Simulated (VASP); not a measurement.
# Os (Fd-3m) in VASP: single point with LDA

Aim: the single point of Os with LDA.

Program: VASP 6.6.1. These are calculated values, not measurements. Logs are shortened: lines on timing, memory, paths and dates and some standing lists are left out, and cuts for length are marked.

### Step 1. The cell of the first run

It takes space group Fd-3m (No. 227, cubic). Conventional cell: a = 5.471 Å, b = 5.471 Å, c = 5.471 Å, α = 90.00°, β = 90.00°, γ = 90.00°. Within 3.1 Å of Os (site symmetry -43m) lie 4 Os at 2.37 Å.

This isn't the form of Os at room conditions, which is hcp.

### Step 2. Single point, LDA

Contents of INCAR:

```
SYSTEM = Os
PREC     = Accurate       ! precision mode
ENCUT    = 560            ! plane-wave cutoff, eV
EDIFF    = 1E-6           ! SCF threshold, eV
ISMEAR   = -1             ! smearing method
SIGMA    = 0.05           ! smearing width, eV
LREAL    = .False.        ! projectors in reciprocal space
LASPH    = .True.         ! aspherical terms in the spheres
NELM     = 120            ! most SCF steps
ALGO     = Normal         ! electronic algorithm
ISIF     = 2              ! what is computed and relaxed
LWAVE    = .False.        ! write WAVECAR
LCHARG   = .False.        ! write CHGCAR
NBANDS   = 23             ! bands
GGA_COMPAT= .False.
```

Contents of KPOINTS:

```
regular mesh
0
Gamma
  7 7 7
  0 0 0
```

Contents of POSCAR:

```
Os
1.0
    0.0000000000      2.7356361355      2.7356361355
    2.7356361355      0.0000000000      2.7356361355
    2.7356361355      2.7356361355      0.0000000000
Os
2
Direct
    1.0000000000      1.0000000000      1.0000000000
    0.2500000000      0.2500000000      0.2500000000
```

Potentials or basis: VASP PAW LDA potentials, release 64 (Os_sv_GW).

Launch:

```sh
$ cat potpaw_LDA.64/Os_sv_GW/POTCAR > POTCAR
$ mpirun -np 1 vasp_std > vasp.out
```

OUTCAR:

```text
SYSTEM = Os
   PREC = Accurate
   ENCUT = 560
   EDIFF = 1E-6
   ISMEAR = -1
   LREAL = .False.
   LASPH = .True.
   NELM = 120
   ISIF = 2

 ion  position               nearest neighbor table
   1  0.000  0.000  0.000-   2 2.37   2 2.37   2 2.37   2 2.37
   2  0.250  0.250  0.250-   1 2.37   1 2.37   1 2.37   1 2.37

  LATTYP: Found a face centered cubic cell.
 ALAT       =     5.4712722710

  Lattice vectors:

 A1 = (   0.0000000000,   2.7356361355,   2.7356361355)
 A2 = (   2.7356361355,   0.0000000000,   2.7356361355)
 A3 = (   2.7356361355,   2.7356361355,   0.0000000000)

Analysis of symmetry for initial positions (statically):
=====================================================================
 Subroutine PRICEL returns:
 Original cell was already a primitive cell.

 Routine SETGRP: Setting up the symmetry group for a
 face centered cubic supercell.

 Subroutine GETGRP returns: Found 48 space group operations
 (whereof 24 operations were pure point group operations)
 out of a pool of 48 trial point group operations.

The static configuration has the point symmetry T_d .
 The point group associated with its full space group is O_h .

Analysis of symmetry for dynamics (positions and initial velocities):
=====================================================================
 Subroutine PRICEL returns:
 Original cell was already a primitive cell.

 Routine SETGRP: Setting up the symmetry group for a
 face centered cubic supercell.

 Subroutine GETGRP returns: Found 48 space group operations
 (whereof 24 operations were pure point group operations)
 out of a pool of 48 trial point group operations.

The dynamic configuration has the point symmetry T_d .
 The point group associated with its full space group is O_h .

 Subroutine INISYM returns: Found 48 space group operations
 (whereof 24 operations are pure point group operations),
 and found     1 'primitive' translations

----------------------------------------------------------------------------------------

                                     Primitive cell

  volume of cell :      40.9454

  direct lattice vectors                    reciprocal lattice vectors
     0.000000000  2.735636136  2.735636136    -0.182772845  0.182772845  0.182772845
     2.735636136  0.000000000  2.735636136     0.182772845 -0.182772845  0.182772845
     2.735636136  2.735636136  0.000000000     0.182772845  0.182772845 -0.182772845

  length of vectors
     3.868773725  3.868773725  3.868773725     0.316571854  0.316571854  0.316571854

  position of ions in fractional coordinates (direct lattice)
     0.000000000  0.000000000  0.000000000
     0.250000000  0.250000000  0.250000000

  ion indices of the primitive-cell ions
   primitive index   ion index
                 1           1
                 2           2

----------------------------------------------------------------------------------------

 KPOINTS: regular mesh

Automatic generation of k-mesh.
 Grid dimensions read from file:
 generate k-points for:    7    7    7

 Generating k-lattice:

  Cartesian coordinates                     Fractional coordinates (reciprocal lattice)
    -0.026110406  0.026110406  0.026110406     0.142857143  0.000000000  0.000000000
     0.026110406 -0.026110406  0.026110406     0.000000000  0.142857143  0.000000000
     0.026110406  0.026110406 -0.026110406     0.000000000  0.000000000  0.142857143

  Length of vectors
     0.045224551  0.045224551  0.045224551

  Shift w.r.t. Gamma in fractional coordinates (k-lattice)
     0.000000000  0.000000000  0.000000000

 Subroutine IBZKPT returns following result:
 ===========================================

 Found     20 irreducible k-points:

 Following reciprocal coordinates:
            Coordinates               Weight
  0.000000  0.000000  0.000000      1.000000
  0.142857  0.000000  0.000000      8.000000
  0.285714  0.000000  0.000000      8.000000
  0.428571  0.000000  0.000000      8.000000
  0.142857  0.142857  0.000000      6.000000
  0.285714  0.142857  0.000000     24.000000
[... 12 lines left out ...]
 -0.428571  0.428571  0.142857     24.000000
 -0.285714  0.428571  0.142857     24.000000
   k-points           NKPTS =     20   k-points in BZ     NKDIM =     20   number of bands    NBANDS=     23
   number of dos      NEDOS =    301   number of ions     NIONS =      2
   total plane-waves  NPLWV =  27000
   dimension x,y,z NGX =    30 NGY =   30 NGZ =   30
   dimension x,y,z NGXF=    60 NGYF=   60 NGZF=   60
   ions per type =               2
   NGX,Y,Z   is equivalent  to a cutoff of  12.89, 12.89, 12.89 a.u.
   NGXF,Y,Z  is equivalent  to a cutoff of  25.78, 25.78, 25.78 a.u.
 SYSTEM =  Os
   PREC   = accura    normal or accurate (medium, high low for compatibility)
   ISTART =      0    job   : 0-new  1-cont  2-samecut
   ICHARG =      2    charge: 1-file 2-atom 10-const
   ISPIN  =      1    spin polarized calculation?
   LNONCOLLINEAR =      F non collinear calculations
   LSORBIT =      F    spin-orbit coupling
   LASPH  =      T    aspherical Exc in radial PAW
   ENCUT  =  560.0 eV  41.16 Ry    6.42 a.u.   7.46  7.46  7.46*2*pi/ulx,y,z
   NELM   =    120;   NELMIN=  2; NELMDL= -5     # of ELM steps
   EDIFF  = 0.1E-05   stopping-criterion for ELM
   LREAL  =      F    real-space projection
   EDIFFG = 0.1E-04   stopping-criterion for IOM
   NSW    =      0    number of steps for IOM
   IBRION =     -1    ionic relax: 0-MD 1-quasi-New 2-CG
   NFREE  =      0    steps in history (QN), initial steepest desc. (CG)
   ISIF   =      2    stress and relaxation
   ISYM   =      2    0-nonsym 1-usesym 2-fastsym
   POTIM  = 0.5000    time-step for ionic-motion
   TEBEG  =    0.0;   TEEND  =   0.0 temperature during run
   PSTRESS=    0.0 pullay stress
   NELECT =      32.0000    total number of electrons
   NUPDOWN=      -1.0000    fix difference up-down
   EMIN   =  10.00;   EMAX   =-10.00  energy-range for DOS
   EFERMI =   0.00;   METHOD = LEGACY
   ISMEAR =    -1;   SIGMA  =   0.05  broadening in eV -4-tet -1-fermi 0-gaus
   EFERMI_NEDOS =   21; number of points for ismear=-14 and -15
   IALGO  =     38    algorithm
   IMIX   =      4    mixing-type and parameters
     AMIX     =   0.40;   BMIX     =  1.00
     AMIX_MAG =   1.60;   BMIX_MAG =  1.00
  volume/ion in A,a.u.               =      20.47       138.16
  Fermi-wavevector in a.u.,A,eV,Ry     =   1.507960  2.849631 30.938878  2.273943
  Thomas-Fermi vector in A             =   2.618477
   LORBIT       =      0    0 simple, 1 ext, 2 COOP (PROOUT), +10 PAW based schemes
   GGA     = CA    functional components
   LHFCALC =     F    Hartree Fock is set to
   AEXX    =    0.0000 exact exchange contribution
   IVDW    =     0    specifies the selected vdW correction
   LEPSILON=     F    determine dielectric tensor
   LRPA    =     F    only Hartree local field effects (RPA)
 non-spin polarized calculation
  energy-cutoff  :      560.00
  volume of cell :       40.95
 maximum number of plane-waves:      1248
 NGX is ok and might be reduce to    30
   NGX = 15   NGY = 15   NGZ = 15

 number of electron      32.0000003 magnetization

 Free energy of the ion-electron system (eV)
  ---------------------------------------------------
  ext. energy  EPLUGINS =         0.00000000
  ---------------------------------------------------
  free energy    TOTEN  =       -24.60292166 eV

  energy without entropy =      -24.59058937  energy(sigma->0) =      -24.59675552

 E-fermi :   7.4707     XC(G=0): -12.1092

 val. band max:        7.3794840359   @ k =  -0.1429   0.1429   0.0000
 cond. band min:       7.5112437848   @ k =   0.2857   0.1429   0.0000
 fundamental gap:      0.1317597489
 Fermi energy:         7.4707025565

 k-point     1 :       0.0000    0.0000    0.0000
  band No.  band energies     occupation
      1     -78.4161      2.00000
      2     -78.0646      2.00000
      3     -38.4101      2.00000
      4     -38.4101      2.00000
      5     -38.4101      2.00000
      6     -37.4270      2.00000
[... 15 lines left out ...]
     22      20.2656      0.00000
     23      20.2656      0.00000

 k-point     2 :       0.1429    0.0000    0.0000
  band No.  band energies     occupation
      1     -78.4035      2.00000
      2     -78.0778      2.00000
      3     -38.4313      2.00000
      4     -38.4313      2.00000
      5     -38.4050      2.00000
      6     -37.4338      2.00000
[... 15 lines left out ...]
     22      20.2138      0.00000
     23      20.2138      0.00000

 k-point     3 :       0.2857    0.0000    0.0000
  band No.  band energies     occupation
      1     -78.3705      2.00000
      2     -78.1118      2.00000
      3     -38.4760      2.00000
      4     -38.4760      2.00000
      5     -38.3941      2.00000
      6     -37.4475      2.00000
[... 15 lines left out ...]
     22      18.8393      0.00000
     23      18.8393      0.00000

 k-point     4 :       0.4286    0.0000    0.0000
  band No.  band energies     occupation
      1     -78.3355      2.00000
      2     -78.1473      2.00000
      3     -38.5096      2.00000
      4     -38.5096      2.00000
      5     -38.3856      2.00000
      6     -37.4574      2.00000
[... 15 lines left out ...]
     22      17.8192      0.00000
     23      17.8192      0.00000

 k-point     5 :       0.1429    0.1429    0.0000
  band No.  band energies     occupation
      1     -78.3990      2.00000
      2     -78.0822      2.00000
      3     -38.4558      2.00000
      4     -38.4558      2.00000
      5     -38.3624      2.00000
      6     -37.4780      2.00000
[... 330 lines left out ...]
 k-point    18 :      -0.4286    0.2857    0.1429
  band No.  band energies     occupation
      1     -78.3038      2.00000
      2     -78.1796      2.00000
      3     -38.6146      2.00000
      4     -38.5595      2.00000
      5     -38.1691      2.00000
      6     -37.6745      2.00000
[... 15 lines left out ...]
     22      14.7980      0.00000
     23      19.3950      0.00000

 k-point    19 :      -0.4286    0.4286    0.1429
  band No.  band energies     occupation
      1     -78.2769      2.00000
      2     -78.2067      2.00000
      3     -38.6206      2.00000
      4     -38.6039      2.00000
      5     -38.0388      2.00000
      6     -37.8100      2.00000
[... 15 lines left out ...]
     22      12.5861      0.00000
     23      19.7791      0.00000

 k-point    20 :      -0.2857    0.4286    0.1429
  band No.  band energies     occupation
      1     -78.2661      2.00000
      2     -78.2176      2.00000
      3     -38.6345      2.00000
      4     -38.5968      2.00000
      5     -38.0268      2.00000
      6     -37.8185      2.00000
[... 15 lines left out ...]
     22      12.8793      0.00000
     23      20.4502      0.00000

------------------------ aborting loop because EDIFF is reached ----------------------------------------

  FORCE on cell =-STRESS in cart. coord.  units (eV):
  Direction    XX          YY          ZZ          XY          YZ          ZX
  --------------------------------------------------------------------------------------
  -------------------------------------------------------------------------------------
  Total        0.0851144      0.0851144      0.0851144     -0.0000000     -0.0000000      0.0000000
  in kB        3.3304946      3.3304946      3.3304946     -0.0000000     -0.0000000      0.0000000
  external PRESSURE =       3.3304946 kB  Pullay stress =       0.0000000 kB

 VOLUME and BASIS-vectors are now :
 -----------------------------------------------------------------------------
  energy-cutoff  :      560.00
  volume of cell :       40.95
      direct lattice vectors                 reciprocal lattice vectors
     0.000000000  2.735636136  2.735636136    -0.182772845  0.182772845  0.182772845
     2.735636136  0.000000000  2.735636136     0.182772845 -0.182772845  0.182772845
     2.735636136  2.735636136  0.000000000     0.182772845  0.182772845 -0.182772845

 POSITION                                       TOTAL-FORCE (eV/Angst)
 -----------------------------------------------------------------------------------
      0.00000      0.00000      0.00000         0.000000      0.000000      0.000000
      1.36782      1.36782      1.36782        -0.000000     -0.000000     -0.000000
 -----------------------------------------------------------------------------------
    total drift:                                0.000000     -0.000000      0.000000

  FREE ENERGIE OF THE ION-ELECTRON SYSTEM (eV)
  ---------------------------------------------------
  free  energy   TOTEN  =       -24.6029216649 eV

  energy  without entropy=      -24.5905893700  energy(sigma->0) =      -24.59675552
```

It took 21 s on 1 thread of Intel Xeon Platinum 8488C (Sapphire Rapids), shared host; peak memory 0.16 GiB.

What came out:

```yaml
Free_energy: -24.6029 eV
Pressure: 0.3 GPa
Band_gap_on_the_k_mesh: zero (bands 16 and 17 overlap by 1.06 eV)
```

Caveat: spin-orbit coupling is left out, which moves the levels of the heavy elements.

The gap in the log of VASP goes by the Fermi energy; the results here count the filled bands.